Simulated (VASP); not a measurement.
# Te2Mo (P2_1/m) in VASP: further runs

Te2Mo is run at these levels: RPBE+D3(BJ), PBE; tasks: single point.

All numbers are computed with VASP 6.6.1; they aren't measurements. Logs are shortened: lines on timing, memory, paths and dates and some standing lists are left out, and cuts for length are marked.

### 1 The cell of the first run

It takes space group P2_1/m (No. 11, monoclinic). Conventional cell: a = 6.201 Å, b = 3.398 Å, c = 13.577 Å, α = 90.00°, β = 93.92°, γ = 90.00°. Te (site symmetry m) has 3 Mo at 2.73 to 2.75 Å and 10 Te at 3.40 to 3.78 Å within 3.8 Å. Te (site symmetry m) has 3 Mo at 2.64 to 2.65 Å and 6 Te at 3.40 to 3.59 Å within 3.6 Å. Within 3.6 Å of Te (site symmetry m) lie 3 Mo at 2.74 to 2.76 Å and 8 Te at 3.40 to 3.59 Å. Within 4.1 Å of Te (site symmetry m) lie 3 Mo at 2.64 to 2.65 Å and 10 Te at 3.40 to 4.05 Å. Mo (site symmetry m) has 6 Te at 2.64 to 2.76 Å and 4 Mo at 2.83 to 3.40 Å within 3.5 Å. Mo (site symmetry m) has 6 Te at 2.64 to 2.75 Å and 4 Mo at 2.84 to 3.40 Å within 3.5 Å.

### 2 Single point, RPBE+D3(BJ)

Input file INCAR:

```
ALGO = Normal ; EDIFF = 1E-7
ENCUT = 520 ; GGA = RP
ISIF = 2 ; ISMEAR = -1
IVDW = 12 ; LASPH = T
LCHARG = F ; LREAL = F
LWAVE = F ; NBANDS = 64
NELM = 80 ; PREC = Accurate
SIGMA = 0.05
```

Input file KPOINTS:

```
k-points
0
Gamma
  4 8 2
```

Input file POSCAR:

```
Te2Mo
1.0
    6.2007800682      0.0000000000      0.0000000000
    0.0000000000      3.3981842111      0.0000000000
   -0.9274669445      0.0000000000     13.5453481849
Te Mo
8 4
Direct
    0.9437000000      0.7500000000      0.6045000000
    0.0563000000      0.2500000000      0.3955000000
    0.9030000000      0.2500000000      0.8514000000
    0.0970000000      0.7500000000      0.1486000000
    0.4112000000      0.7500000000      0.8955000000
    0.5888000000      0.2500000000      0.1045000000
    0.4432000000      0.2500000000      0.6484000000
    0.5568000000      0.7500000000      0.3516000000
    0.8167000000      0.7500000000      0.9926000000
    0.1833000000      0.2500000000      0.0074000000
    0.6819000000      0.2500000000      0.4934000000
    0.3181000000      0.7500000000      0.5066000000
```

Potentials or basis: VASP PAW PBE potentials, release 64 (Te, Mo_sv).

Command:

```sh
cat potpaw_PBE.64/Te/POTCAR potpaw_PBE.64/Mo_sv/POTCAR > POTCAR
mpirun -np 1 vasp_std > vasp.out
```

OUTCAR:

```text
EDIFF = 1E-7
   ENCUT = 520
   GGA = RP
   ISIF = 2
   ISMEAR = -1
   IVDW = 12
   LASPH = T
   LREAL = F
   NELM = 80
   PREC = Accurate
 IVDW          = 12

 ion  position               nearest neighbor table
   1  0.944  0.750  0.605-  11 2.73  11 2.73  12 2.75   2 3.42   2 3.42   7 3.55   7 3.55   7 3.62
                             7 3.62
   2  0.056  0.250  0.395-  12 2.73  12 2.73  11 2.75   1 3.42   1 3.42   8 3.55   8 3.55   8 3.62
                             8 3.62
   3  0.903  0.250  0.851-   9 2.64   9 2.64  10 2.65   5 3.58   5 3.58   5 3.59   5 3.59
   4  0.097  0.750  0.149-  10 2.64  10 2.64   9 2.65   6 3.58   6 3.58   6 3.59   6 3.59
   5  0.411  0.750  0.895-  10 2.74  10 2.74   9 2.76   6 3.42   6 3.42   3 3.58   3 3.58   3 3.59
                             3 3.59
   6  0.589  0.250  0.105-   9 2.74   9 2.74  10 2.76   5 3.42   5 3.42   4 3.58   4 3.58   4 3.59
                             4 3.59
   7  0.443  0.250  0.648-  12 2.64  12 2.64  11 2.65   1 3.55   1 3.55   1 3.62   1 3.62
   8  0.557  0.750  0.352-  11 2.64  11 2.64  12 2.65   2 3.55   2 3.55   2 3.62   2 3.62
   9  0.817  0.750  0.993-   3 2.64   3 2.64   4 2.65   6 2.74   6 2.74   5 2.76  10 2.83  10 2.83

  10  0.183  0.250  0.007-   4 2.64   4 2.64   3 2.65   5 2.74   5 2.74   6 2.76   9 2.83   9 2.83

  11  0.682  0.250  0.493-   8 2.64   8 2.64   7 2.65   1 2.73   1 2.73   2 2.75  12 2.84  12 2.84

  12  0.318  0.750  0.507-   7 2.64   7 2.64   8 2.65   2 2.73   2 2.73   1 2.75  11 2.84  11 2.84

  LATTYP: Found a simple monoclinic cell.
 ALAT       =     6.2007800682
 B/A-ratio  =     0.5480252765
 C/A-ratio  =     2.1895734597
 COS(beta)  =    -0.0683113065

  Lattice vectors:

 A1 = (   6.2007800682,   0.0000000000,   0.0000000000)
 A2 = (   0.0000000000,   3.3981842111,   0.0000000000)
 A3 = (  -0.9274669445,   0.0000000000,  13.5453481849)

Analysis of symmetry for initial positions (statically):
=====================================================================
 Subroutine PRICEL returns:
 Original cell was already a primitive cell.

 Routine SETGRP: Setting up the symmetry group for a
 simple monoclinic supercell.

 Subroutine GETGRP returns: Found  4 space group operations
 (whereof  2 operations were pure point group operations)
 out of a pool of  4 trial point group operations.

The static configuration has the point symmetry S_2 .
 The point group associated with its full space group is C_2h.

Analysis of symmetry for dynamics (positions and initial velocities):
=====================================================================
 Subroutine PRICEL returns:
 Original cell was already a primitive cell.

 Routine SETGRP: Setting up the symmetry group for a
 simple monoclinic supercell.

 Subroutine GETGRP returns: Found  4 space group operations
 (whereof  2 operations were pure point group operations)
 out of a pool of  4 trial point group operations.

The dynamic configuration has the point symmetry S_2 .
 The point group associated with its full space group is C_2h.

 Subroutine INISYM returns: Found  4 space group operations
 (whereof  2 operations are pure point group operations),
 and found     1 'primitive' translations

----------------------------------------------------------------------------------------

                                     Primitive cell

  volume of cell :     285.4194

  direct lattice vectors                    reciprocal lattice vectors
     6.200780068  0.000000000  0.000000000     0.161270032  0.000000000  0.011042361
     0.000000000  3.398184211  0.000000000     0.000000000  0.294274806  0.000000000
    -0.927466945  0.000000000 13.545348185     0.000000000  0.000000000  0.073826083

  length of vectors
     6.200780068  3.398184211 13.577063467     0.161647632  0.294274806  0.073826083

  position of ions in fractional coordinates (direct lattice)
     0.943700000  0.750000000  0.604500000
     0.056300000  0.250000000  0.395500000
     0.903000000  0.250000000  0.851400000
     0.097000000  0.750000000  0.148600000
     0.411200000  0.750000000  0.895500000
     0.588800000  0.250000000  0.104500000
     0.443200000  0.250000000  0.648400000
     0.556800000  0.750000000  0.351600000
     0.816700000  0.750000000  0.992600000
     0.183300000  0.250000000  0.007400000
     0.681900000  0.250000000  0.493400000
     0.318100000  0.750000000  0.506600000

  ion indices of the primitive-cell ions
   primitive index   ion index
                 1           1
                 2           2
                 3           3
                 4           4
                 5           5
                 6           6
                 7           7
                 8           8
                 9           9
                10          10
                11          11
                12          12

----------------------------------------------------------------------------------------

 KPOINTS: k-points

Automatic generation of k-mesh.
 Grid dimensions read from file:
 generate k-points for:    4    8    2

 Generating k-lattice:

  Cartesian coordinates                     Fractional coordinates (reciprocal lattice)
     0.040317508  0.000000000  0.002760590     0.250000000  0.000000000  0.000000000
     0.000000000  0.036784351  0.000000000     0.000000000  0.125000000  0.000000000
     0.000000000  0.000000000  0.036913042     0.000000000  0.000000000  0.500000000

  Length of vectors
     0.040411908  0.036784351  0.036913042

  Shift w.r.t. Gamma in fractional coordinates (k-lattice)
     0.000000000  0.000000000  0.000000000

 Subroutine IBZKPT returns following result:
 ===========================================

 Found     30 irreducible k-points:

 Following reciprocal coordinates:
            Coordinates               Weight
  0.000000  0.000000  0.000000      1.000000
  0.250000  0.000000  0.000000      2.000000
  0.500000  0.000000  0.000000      1.000000
  0.000000  0.125000  0.000000      2.000000
  0.250000  0.125000  0.000000      4.000000
  0.500000  0.125000  0.000000      2.000000
[... 16 lines left out ...]
  0.250000  0.250000  0.500000      4.000000
  0.500000  0.250000  0.500000      2.000000
 [... further k-points ...]
   k-points           NKPTS =     30   k-points in BZ     NKDIM =     30   number of bands    NBANDS=     64
   number of dos      NEDOS =    301   number of ions     NIONS =     12
   total plane-waves  NPLWV = 145152
   dimension x,y,z NGX =    48 NGY =   28 NGZ =  108
   dimension x,y,z NGXF=    96 NGYF=   56 NGZF=  216
   ions per type =               8   4
   NGX,Y,Z   is equivalent  to a cutoff of  12.87, 13.70, 13.22 a.u.
   NGXF,Y,Z  is equivalent  to a cutoff of  25.74, 27.40, 26.45 a.u.
 SYSTEM =  unknown system
   PREC   = accura    normal or accurate (medium, high low for compatibility)
   ISTART =      0    job   : 0-new  1-cont  2-samecut
   ICHARG =      2    charge: 1-file 2-atom 10-const
   ISPIN  =      1    spin polarized calculation?
   LNONCOLLINEAR =      F non collinear calculations
   LSORBIT =      F    spin-orbit coupling
   LASPH  =      T    aspherical Exc in radial PAW
   ENCUT  =  520.0 eV  38.22 Ry    6.18 a.u.  11.53  6.32 25.24*2*pi/ulx,y,z
   NELM   =     80;   NELMIN=  2; NELMDL= -5     # of ELM steps
   EDIFF  = 0.1E-06   stopping-criterion for ELM
   LREAL  =      F    real-space projection
   EDIFFG = 0.1E-05   stopping-criterion for IOM
   NSW    =      0    number of steps for IOM
   IBRION =     -1    ionic relax: 0-MD 1-quasi-New 2-CG
   NFREE  =      0    steps in history (QN), initial steepest desc. (CG)
   ISIF   =      2    stress and relaxation
   ISYM   =      2    0-nonsym 1-usesym 2-fastsym
   POTIM  = 0.5000    time-step for ionic-motion
   TEBEG  =    0.0;   TEEND  =   0.0 temperature during run
   PSTRESS=    0.0 pullay stress
   NELECT =     104.0000    total number of electrons
   NUPDOWN=      -1.0000    fix difference up-down
   EMIN   =  10.00;   EMAX   =-10.00  energy-range for DOS
   EFERMI =   0.00;   METHOD = LEGACY
   ISMEAR =    -1;   SIGMA  =   0.05  broadening in eV -4-tet -1-fermi 0-gaus
   EFERMI_NEDOS =   21; number of points for ismear=-14 and -15
   IALGO  =     38    algorithm
   IMIX   =      4    mixing-type and parameters
     AMIX     =   0.40;   BMIX     =  1.00
     AMIX_MAG =   1.60;   BMIX_MAG =  1.00
  volume/ion in A,a.u.               =      23.78       160.51
  Fermi-wavevector in a.u.,A,eV,Ry     =   1.169297  2.209651 18.602637  1.367255
  Thomas-Fermi vector in A             =   2.305772
   LORBIT       =      0    0 simple, 1 ext, 2 COOP (PROOUT), +10 PAW based schemes
   GGA     = RP    functional components
   LHFCALC =     F    Hartree Fock is set to
   AEXX    =    0.0000 exact exchange contribution
   IVDW    =    12    specifies the selected vdW correction
   LEPSILON=     F    determine dielectric tensor
   LRPA    =     F    only Hartree local field effects (RPA)
 non-spin polarized calculation
  energy-cutoff  :      520.00
  volume of cell :      285.42
 maximum number of plane-waves:      7713
 NGX is ok and might be reduce to    48
   NGX = 23   NGY = 13   NGZ = 51

 number of electron     104.0000001 magnetization

 Free energy of the ion-electron system (eV)
  ---------------------------------------------------
  ext. energy  EPLUGINS =         0.00000000
  ---------------------------------------------------
  free energy    TOTEN  =       -65.53363459 eV

  energy without entropy =      -65.50030349  energy(sigma->0) =      -65.51696904

 E-fermi :   9.1991     XC(G=0): -10.5751

 val. band max:        9.1964015904   @ k =   0.0000   0.0000   0.5000
 cond. band min:       9.2002027645   @ k =   0.0000   0.0000   0.5000
 fundamental gap:      0.0038011740
 Fermi energy:         9.1990920985

 k-point     1 :       0.0000    0.0000    0.0000
  band No.  band energies     occupation
      1     -51.8495      2.00000
      2     -51.8232      2.00000
      3     -51.7754      2.00000
      4     -51.7474      2.00000
      5     -26.1652      2.00000
      6     -26.1422      2.00000
[... 56 lines left out ...]
     63      12.3453      0.00000
     64      12.4077      0.00000

 k-point     2 :       0.2500    0.0000    0.0000
  band No.  band energies     occupation
      1     -51.8493      2.00000
      2     -51.8230      2.00000
      3     -51.7756      2.00000
      4     -51.7476      2.00000
      5     -26.1589      2.00000
      6     -26.1361      2.00000
[... 56 lines left out ...]
     63      12.3984      0.00000
     64      12.5984      0.00000

 k-point     3 :       0.5000    0.0000    0.0000
  band No.  band energies     occupation
      1     -51.8490      2.00000
      2     -51.8228      2.00000
      3     -51.7759      2.00000
      4     -51.7478      2.00000
      5     -26.1523      2.00000
      6     -26.1297      2.00000
[... 1396 lines left out ...]
     63      11.8487      0.00000
     64      11.9101      0.00000

 k-point    24 :       0.5000    0.2500    0.5000
  band No.  band energies     occupation
      1     -51.8342      2.00000
      2     -51.8077      2.00000
      3     -51.7824      2.00000
      4     -51.7546      2.00000
      5     -26.1697      2.00000
      6     -26.1542      2.00000
[... 56 lines left out ...]
     63      11.6328      0.00000
     64      11.7876      0.00000

 [... further k-points ...]

------------------------ aborting loop because EDIFF is reached ----------------------------------------

 Edisp (eV)  -34.70641

 E8    (eV) :   -23.2665

  FORCE on cell =-STRESS in cart. coord.  units (eV):
  Direction    XX          YY          ZZ          XY          YZ          ZX
  --------------------------------------------------------------------------------------
  -------------------------------------------------------------------------------------
  Total     -23.26560   -28.20914   -16.74420     0.00000     0.00000     0.09826
  in kB    -130.59948  -158.34963   -93.99217     0.00000     0.00000     0.55156
  external pressure =     -127.65 kB  Pullay stress =        0.00 kB

 VOLUME and BASIS-vectors are now :
 -----------------------------------------------------------------------------
  energy-cutoff  :      520.00
  volume of cell :      285.42
      direct lattice vectors                 reciprocal lattice vectors
     6.200780068  0.000000000  0.000000000     0.161270032  0.000000000  0.011042361
     0.000000000  3.398184211  0.000000000     0.000000000  0.294274806  0.000000000
    -0.927466945  0.000000000 13.545348185     0.000000000  0.000000000  0.073826083

 POSITION                                       TOTAL-FORCE (eV/Angst)
 -----------------------------------------------------------------------------------
      5.29102      2.54864      8.18816         0.169100      0.000000     -0.266451
     -0.01771      0.84955      5.35719        -0.169100     -0.000000      0.266451
      4.80966      0.84955     11.53251        -0.048912      0.000000     -0.467621
      0.46365      2.54864      2.01284         0.048912     -0.000000      0.467621
      1.71921      2.54864     12.12986         0.183882      0.000000      0.314297
      3.55410      0.84955      1.41549        -0.183882      0.000000     -0.314297
      2.14682      0.84955      8.78280         0.008753      0.000000      0.414009
      3.12650      2.54864      4.76254        -0.008753     -0.000000     -0.414009
      4.14357      2.54864     13.44511        -0.018686      0.000000      0.177415
      1.12974      0.84955      0.10024         0.018686      0.000000     -0.177415
      3.77070      0.84955      6.68327        -0.114826      0.000000      0.221344
      1.50261      2.54864      6.86207         0.114826      0.000000     -0.221344
 -----------------------------------------------------------------------------------
    total drift:                               -0.000000      0.000000      0.000000

  FREE ENERGIE OF THE ION-ELECTRON SYSTEM (eV)
  ---------------------------------------------------
  free  energy   TOTEN  =      -100.2400451037 eV

  energy  without entropy=     -100.2067139977  energy(sigma->0) =     -100.22337955
```

Wall time 9.7 min (1 thread of AMD EPYC 9R45 (Zen 5), shared host); peak memory 0.6 GiB.

What came out:

```yaml
Free_energy: -100.2400 eV
Pressure: -12.8 GPa
Largest_force: 0.470 eV/Å
Band_gap_on_the_k_mesh: zero (bands 52 and 53 overlap by 0.30 eV)
Dispersion_energy_per_atom: -2.892 eV
```

Forces in eV/Å, atoms in the order of the input:
```
Te   0.169  0.000 -0.266
Te  -0.169  0.000  0.266
Te  -0.049  0.000 -0.468
Te   0.049  0.000  0.468
Te   0.184  0.000  0.314
Te  -0.184  0.000 -0.314
Te   0.009  0.000  0.414
Te  -0.009  0.000 -0.414
Mo  -0.019  0.000  0.177
Mo   0.019  0.000 -0.177
Mo  -0.115  0.000  0.221
Mo   0.115  0.000 -0.221
```

Stress tensor (GPa, compression positive):
```
-13.06   0.00   0.06
  0.00 -15.83   0.00
  0.06   0.00  -9.40
```

Caveat: the stress differs along the axes, from -16 to -9 GPa; the dispersion term is far too large for a dense solid, which distorts pressure and volume; the PAW data sets were made with another functional, which shifts forces and pressure a little; spin-orbit coupling is left out, which moves the levels of the heavy elements.

(Part 1 of 2 ends here.)
